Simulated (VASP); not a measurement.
# Pd3PbC (Pm-3m) in VASP: notebook

Runs on Pd3PbC. Level: PBE. Tasks: single point.

Everything below comes from runs of VASP 6.6.1. Logs are shortened: lines on timing, memory, paths and dates and some standing lists are left out, and cuts for length are marked.

**1. The cell of the first run**

It takes space group Pm-3m (No. 221, cubic). The conventional cell has a = 4.211 Å, b = 4.211 Å, c = 4.211 Å, α = 90.00°, β = 90.00°, γ = 90.00°. Pd (site symmetry 4/mmm) has 2 C at 2.11 Å within 2.8 Å. Within 3.9 Å of Pb (site symmetry m-3m) lie 12 Pd at 2.98 Å and 8 C at 3.65 Å. Within 2.8 Å of C (site symmetry m-3m) lie 6 Pd at 2.11 Å.

**2. Single point, PBE**

Input file INCAR:

```
  ALGO = Normal
  EDIFF = 1E-7
  ENCUT = 520
  GGA = PE
  ISIF = 2
  ISMEAR = -1
  LASPH = True
  LCHARG = False
  LREAL = False
  LWAVE = False
  NBANDS = 32
  NELM = 80
  PREC = Accurate
  SIGMA = 0.1
```

Input file KPOINTS:

```
k-points
0
Gamma
  6 6 6
```

Input file POSCAR:

```
Pd3PbC
1.0
    4.2111868041      0.0000000000      0.0000000000
    0.0000000000      4.2111868041      0.0000000000
    0.0000000000      0.0000000000      4.2111868041
Pd Pb C
3 1 1
Direct
    0.0000000000      0.5000000000      0.5000000000
    0.5000000000      0.5000000000      0.0000000000
    0.5000000000      0.0000000000      0.5000000000
    0.0000000000      0.0000000000      0.0000000000
    0.5000000000      0.5000000000      0.5000000000
```

Potentials or basis: VASP PAW PBE potentials, release 64 (Pd, Pb_d, C).

Run with:

```console
> cat potpaw_PBE.64/Pd/POTCAR potpaw_PBE.64/Pb_d/POTCAR potpaw_PBE.64/C/POTCAR > POTCAR
> mpirun -np 1 vasp_std > vasp.out
```

OUTCAR:

```text
EDIFF = 1E-7
   ENCUT = 520
   GGA = PE
   ISIF = 2
   ISMEAR = -1
   LASPH = True
   LREAL = False
   NELM = 80
   PREC = Accurate

 ion  position               nearest neighbor table
   1  0.000  0.500  0.500-   5 2.11   5 2.11   4 2.98   2 2.98   2 2.98   4 2.98   3 2.98   4 2.98
                             4 2.98   2 2.98   3 2.98   3 2.98   2 2.98   3 2.98
   2  0.500  0.500  0.000-   5 2.11   5 2.11   4 2.98   1 2.98   1 2.98   3 2.98   3 2.98   3 2.98
                             4 2.98   3 2.98   1 2.98   4 2.98   1 2.98   4 2.98
   3  0.500  0.000  0.500-   5 2.11   5 2.11   4 2.98   1 2.98   2 2.98   4 2.98   1 2.98   2 2.98
                             2 2.98   2 2.98   1 2.98   4 2.98   4 2.98   1 2.98
   4  0.000  0.000  0.000-   1 2.98   2 2.98   3 2.98   1 2.98   3 2.98   1 2.98   2 2.98   1 2.98
                             2 2.98   3 2.98   3 2.98   2 2.98
   5  0.500  0.500  0.500-   1 2.11   2 2.11   3 2.11   2 2.11   3 2.11   1 2.11

  LATTYP: Found a simple cubic cell.
 ALAT       =     4.2111868041

  Lattice vectors:

 A1 = (   4.2111868041,   0.0000000000,   0.0000000000)
 A2 = (   0.0000000000,   4.2111868041,   0.0000000000)
 A3 = (   0.0000000000,   0.0000000000,   4.2111868041)

Analysis of symmetry for initial positions (statically):
=====================================================================
 Subroutine PRICEL returns:
 Original cell was already a primitive cell.

 Routine SETGRP: Setting up the symmetry group for a
 simple cubic supercell.

 Subroutine GETGRP returns: Found 48 space group operations
 (whereof 48 operations were pure point group operations)
 out of a pool of 48 trial point group operations.

The static configuration has the point symmetry O_h .

Analysis of symmetry for dynamics (positions and initial velocities):
=====================================================================
 Subroutine PRICEL returns:
 Original cell was already a primitive cell.

 Routine SETGRP: Setting up the symmetry group for a
 simple cubic supercell.

 Subroutine GETGRP returns: Found 48 space group operations
 (whereof 48 operations were pure point group operations)
 out of a pool of 48 trial point group operations.

The dynamic configuration has the point symmetry O_h .

 Subroutine INISYM returns: Found 48 space group operations
 (whereof 48 operations are pure point group operations),
 and found     1 'primitive' translations

----------------------------------------------------------------------------------------

                                     Primitive cell

  volume of cell :      74.6816

  direct lattice vectors                    reciprocal lattice vectors
     4.211186804  0.000000000  0.000000000     0.237462750  0.000000000  0.000000000
     0.000000000  4.211186804  0.000000000     0.000000000  0.237462750  0.000000000
     0.000000000  0.000000000  4.211186804     0.000000000  0.000000000  0.237462750

  length of vectors
     4.211186804  4.211186804  4.211186804     0.237462750  0.237462750  0.237462750

  position of ions in fractional coordinates (direct lattice)
     0.000000000  0.500000000  0.500000000
     0.500000000  0.500000000  0.000000000
     0.500000000  0.000000000  0.500000000
     0.000000000  0.000000000  0.000000000
     0.500000000  0.500000000  0.500000000

  ion indices of the primitive-cell ions
   primitive index   ion index
                 1           1
                 2           2
                 3           3
                 4           4
                 5           5

----------------------------------------------------------------------------------------

 KPOINTS: k-points

Automatic generation of k-mesh.
 Grid dimensions read from file:
 generate k-points for:    6    6    6

 Generating k-lattice:

  Cartesian coordinates                     Fractional coordinates (reciprocal lattice)
     0.039577125  0.000000000  0.000000000     0.166666667  0.000000000  0.000000000
     0.000000000  0.039577125  0.000000000     0.000000000  0.166666667  0.000000000
     0.000000000  0.000000000  0.039577125     0.000000000  0.000000000  0.166666667

  Length of vectors
     0.039577125  0.039577125  0.039577125

  Shift w.r.t. Gamma in fractional coordinates (k-lattice)
     0.000000000  0.000000000  0.000000000

 Subroutine IBZKPT returns following result:
 ===========================================

 Found     20 irreducible k-points:

 Following reciprocal coordinates:
            Coordinates               Weight
  0.000000  0.000000  0.000000      1.000000
  0.166667  0.000000  0.000000      6.000000
  0.333333  0.000000  0.000000      6.000000
  0.500000  0.000000  0.000000      3.000000
  0.166667  0.166667  0.000000     12.000000
  0.333333  0.166667  0.000000     24.000000
[... 12 lines left out ...]
  0.500000  0.500000  0.333333      6.000000
  0.500000  0.500000  0.500000      1.000000
   k-points           NKPTS =     20   k-points in BZ     NKDIM =     20   number of bands    NBANDS=     32
   number of dos      NEDOS =    301   number of ions     NIONS =      5
   total plane-waves  NPLWV =  32768
   dimension x,y,z NGX =    32 NGY =   32 NGZ =   32
   dimension x,y,z NGXF=    64 NGYF=   64 NGZF=   64
   ions per type =               3   1   1
   NGX,Y,Z   is equivalent  to a cutoff of  12.63, 12.63, 12.63 a.u.
   NGXF,Y,Z  is equivalent  to a cutoff of  25.27, 25.27, 25.27 a.u.
 SYSTEM =  unknown system
   PREC   = accura    normal or accurate (medium, high low for compatibility)
   ISTART =      0    job   : 0-new  1-cont  2-samecut
   ICHARG =      2    charge: 1-file 2-atom 10-const
   ISPIN  =      1    spin polarized calculation?
   LNONCOLLINEAR =      F non collinear calculations
   LSORBIT =      F    spin-orbit coupling
   LASPH  =      T    aspherical Exc in radial PAW
   ENCUT  =  520.0 eV  38.22 Ry    6.18 a.u.   7.83  7.83  7.83*2*pi/ulx,y,z
   NELM   =     80;   NELMIN=  2; NELMDL= -5     # of ELM steps
   EDIFF  = 0.1E-06   stopping-criterion for ELM
   LREAL  =      F    real-space projection
   EDIFFG = 0.1E-05   stopping-criterion for IOM
   NSW    =      0    number of steps for IOM
   IBRION =     -1    ionic relax: 0-MD 1-quasi-New 2-CG
   NFREE  =      0    steps in history (QN), initial steepest desc. (CG)
   ISIF   =      2    stress and relaxation
   ISYM   =      2    0-nonsym 1-usesym 2-fastsym
   POTIM  = 0.5000    time-step for ionic-motion
   TEBEG  =    0.0;   TEEND  =   0.0 temperature during run
   PSTRESS=    0.0 pullay stress
   NELECT =      48.0000    total number of electrons
   NUPDOWN=      -1.0000    fix difference up-down
   EMIN   =  10.00;   EMAX   =-10.00  energy-range for DOS
   EFERMI =   0.00;   METHOD = LEGACY
   ISMEAR =    -1;   SIGMA  =   0.10  broadening in eV -4-tet -1-fermi 0-gaus
   EFERMI_NEDOS =   21; number of points for ismear=-14 and -15
   IALGO  =     38    algorithm
   IMIX   =      4    mixing-type and parameters
     AMIX     =   0.40;   BMIX     =  1.00
     AMIX_MAG =   1.60;   BMIX_MAG =  1.00
  volume/ion in A,a.u.               =      14.94       100.80
  Fermi-wavevector in a.u.,A,eV,Ry     =   1.412811  2.669826 27.157704  1.996035
  Thomas-Fermi vector in A             =   2.534521
   LORBIT       =      0    0 simple, 1 ext, 2 COOP (PROOUT), +10 PAW based schemes
   GGA     = PE    functional components
   LHFCALC =     F    Hartree Fock is set to
   AEXX    =    0.0000 exact exchange contribution
   IVDW    =     0    specifies the selected vdW correction
   LEPSILON=     F    determine dielectric tensor
   LRPA    =     F    only Hartree local field effects (RPA)
 non-spin polarized calculation
  energy-cutoff  :      520.00
  volume of cell :       74.68
 maximum number of plane-waves:      2040
 NGX is ok and might be reduce to    32
   NGX = 15   NGY = 15   NGZ = 15

 number of electron      48.0000002 magnetization

 Free energy of the ion-electron system (eV)
  ---------------------------------------------------
  ext. energy  EPLUGINS =         0.00000000
  ---------------------------------------------------
  free energy    TOTEN  =       -27.41028762 eV

  energy without entropy =      -27.29869397  energy(sigma->0) =      -27.35449080

 E-fermi :  10.0141     XC(G=0): -12.5545

 val. band max:        9.9828410401   @ k =   0.3333   0.1667   0.0000
 cond. band min:      10.0228278458   @ k =   0.5000   0.0000   0.0000
 fundamental gap:      0.0399868057
 Fermi energy:        10.0140870232

 k-point     1 :       0.0000    0.0000    0.0000
  band No.  band energies     occupation
      1      -6.7542      2.00000
      2      -6.7542      2.00000
      3      -6.7260      2.00000
      4      -6.7260      2.00000
      5      -6.7260      2.00000
      6      -3.1698      2.00000
[... 24 lines left out ...]
     31      16.3052      0.00000
     32      19.5343      0.00000

 k-point     2 :       0.1667    0.0000    0.0000
  band No.  band energies     occupation
      1      -6.7497      2.00000
      2      -6.7371      2.00000
      3      -6.7248      2.00000
      4      -6.7232      2.00000
      5      -6.7232      2.00000
      6      -2.9982      2.00000
[... 24 lines left out ...]
     31      17.1985      0.00000
     32      18.6593      0.00000

 k-point     3 :       0.3333    0.0000    0.0000
  band No.  band energies     occupation
      1      -6.7408      2.00000
      2      -6.7225      2.00000
      3      -6.7176      2.00000
      4      -6.7176      2.00000
      5      -6.7031      2.00000
      6      -2.5924      2.00000
[... 24 lines left out ...]
     31      17.7114      0.00000
     32      18.2501      0.00000

 k-point     4 :       0.5000    0.0000    0.0000
  band No.  band energies     occupation
      1      -6.7363      2.00000
      2      -6.7213      2.00000
      3      -6.7148      2.00000
      4      -6.7148      2.00000
      5      -6.6861      2.00000
      6      -2.3421      2.00000
[... 514 lines left out ...]
     31      18.2969      0.00000
     32      20.7976      0.00000

 k-point    19 :       0.5000    0.5000    0.3333
  band No.  band energies     occupation
      1      -6.7555      2.00000
      2      -6.7452      2.00000
      3      -6.7452      2.00000
      4      -6.6693      2.00000
      5      -6.6535      2.00000
      6      -0.8639      2.00000
[... 24 lines left out ...]
     31      18.7022      0.00000
     32      20.0302      0.00000

 k-point    20 :       0.5000    0.5000    0.5000
  band No.  band energies     occupation
      1      -6.7556      2.00000
      2      -6.7556      2.00000
      3      -6.7556      2.00000
      4      -6.6559      2.00000
      5      -6.6559      2.00000
      6      -0.5589      2.00000
[... 24 lines left out ...]
     31      18.9880      0.00000
     32      18.9880      0.00000

------------------------ aborting loop because EDIFF is reached ----------------------------------------

  FORCE on cell =-STRESS in cart. coord.  units (eV):
  Direction    XX          YY          ZZ          XY          YZ          ZX
  --------------------------------------------------------------------------------------
  -------------------------------------------------------------------------------------
  Total        4.1032881      4.1032881      4.1032881     -0.0000000     -0.0000000      0.0000000
  in kB       88.0296699     88.0296699     88.0296699     -0.0000000     -0.0000000      0.0000000
  external PRESSURE =      88.0296699 kB  Pullay stress =       0.0000000 kB

 VOLUME and BASIS-vectors are now :
 -----------------------------------------------------------------------------
  energy-cutoff  :      520.00
  volume of cell :       74.68
      direct lattice vectors                 reciprocal lattice vectors
     4.211186804  0.000000000  0.000000000     0.237462750  0.000000000  0.000000000
     0.000000000  4.211186804  0.000000000     0.000000000  0.237462750  0.000000000
     0.000000000  0.000000000  4.211186804     0.000000000  0.000000000  0.237462750

 POSITION                                       TOTAL-FORCE (eV/Angst)
 -----------------------------------------------------------------------------------
      0.00000      2.10559      2.10559         0.000000      0.000000      0.000000
      2.10559      2.10559      0.00000         0.000000      0.000000      0.000000
      2.10559      0.00000      2.10559         0.000000      0.000000      0.000000
      0.00000      0.00000      0.00000         0.000000      0.000000      0.000000
      2.10559      2.10559      2.10559         0.000000      0.000000      0.000000
 -----------------------------------------------------------------------------------
    total drift:                                0.000000     -0.000000     -0.000000

  FREE ENERGIE OF THE ION-ELECTRON SYSTEM (eV)
  ---------------------------------------------------
  free  energy   TOTEN  =       -27.4102876208 eV

  energy  without entropy=      -27.2986939728  energy(sigma->0) =      -27.35449080
```

Run time: 69 s. Hardware: 1 thread of Intel Xeon 8259CL, shared host; peak memory 0.2 GiB.

Results:

| Item | Value |
| --- | --- |
| Free energy | -27.4103 eV |
| Pressure | 8.8 GPa |
| Band gap on the k mesh | zero (bands 24 and 25 overlap by 1.03 eV) |

Caveat: the cell stands under pressure; spin-orbit coupling is left out, which moves the levels of the heavy elements.

**3. Single point, PBE**

This run uses another cell than the first one, of 15.25 Å³/atom.

Input file INCAR:

```
SYSTEM = Pd3PbC
PREC = Accurate
ENCUT = 520
EDIFF = 1E-6
ISMEAR = -1
SIGMA = 0.1
LREAL = .FALSE.
LASPH = .TRUE.
NELM = 80
ALGO = Normal
ISIF = 2
LWAVE = .FALSE.
LCHARG = .FALSE.
GGA = PE
NBANDS = 32
```

Input file KPOINTS:

```
Automatic mesh
0
G
  6 6 6
  0 0 0
```

Edit POSCAR of step 2 so:

```diff
@@ -2,5 +2,5 @@
 1.0
-    4.2111868041      0.0000000000      0.0000000000
-    0.0000000000      4.2111868041      0.0000000000
-    0.0000000000      0.0000000000      4.2111868041
+    4.2408440264      0.0000000000      0.0000000000
+    0.0000000000      4.2408440264      0.0000000000
+    0.0000000000      0.0000000000      4.2408440264
 Pd Pb C
```

Potentials or basis: VASP PAW PBE potentials, release 64 (Pd, Pb_d, C).

Run with:

```console
> cat potpaw_PBE.64/Pd/POTCAR potpaw_PBE.64/Pb_d/POTCAR potpaw_PBE.64/C/POTCAR > POTCAR
> mpirun -np 1 vasp_std > vasp.out
```

Run time: 64 s. Hardware: 1 thread of Intel Xeon 8259CL, shared host; peak memory 0.2 GiB.

The run converged. Its results:

```yaml
Free_energy: -27.4797 eV
Pressure: 5.1 GPa
Band_gap_on_the_k_mesh: zero (bands 24 and 25 overlap by 1.03 eV)
```

Levels at points of the mesh, in eV from the Fermi level:
| k point | band 22 | band 23 | band 24 | band 25 | band 26 | band 27 |
| --- | --- | --- | --- | --- | --- | --- |
| (0.00, 0.00, 0.00) | -1.15 | -1.15 | -1.14 | 0.39 | 1.61 | 1.61 |
| (0.50, 0.00, 0.00) | -1.15 | 0.03 | 0.03 | 0.40 | 2.32 | 3.25 |
| (0.50, 0.50, 0.00) | -1.76 | -0.53 | -0.53 | 1.12 | 3.77 | 4.28 |
| (0.50, 0.50, 0.50) | -1.26 | -1.26 | -1.26 | -0.98 | 1.55 | 1.55 |

Caveat: the cell stands under pressure; spin-orbit coupling is left out, which moves the levels of the heavy elements.
